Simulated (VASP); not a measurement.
The system is CdSe.

```xyz
2
Lattice="0.0000 3.0678 3.0678 3.0678 0.0000 3.0678 3.0678 3.0678 0.0000" Properties=species:S:1:pos:R:3 pbc="T T T"
Cd    0.0000    0.0000    0.0000
Se    4.6017    4.6017    4.6017
```

Base run:

```yaml
Program: VASP 6.6.1
Functional: r2SCAN
Potentials_or_basis: VASP PAW PBE potentials, release 64 (Cd, Se)
Cutoff: 550 eV
k_mesh: 8 × 8 × 8
Occupations: gaussian, width 0.01 eV
Spin: no spin polarisation
```

Its results: band gap on the k mesh 1.03 eV; pressure 0.2 GPa.

Task: The run is repeated on the same cell with these changes: functional from r2SCAN to PBE; cutoff from 550 eV to 500 eV. What comes out?

Result: Band gap on the k mesh 0.55 eV; pressure 1.7 GPa.

Caveats: the PAW data sets were made with another functional, which shifts forces and pressure a little (at least some runs).

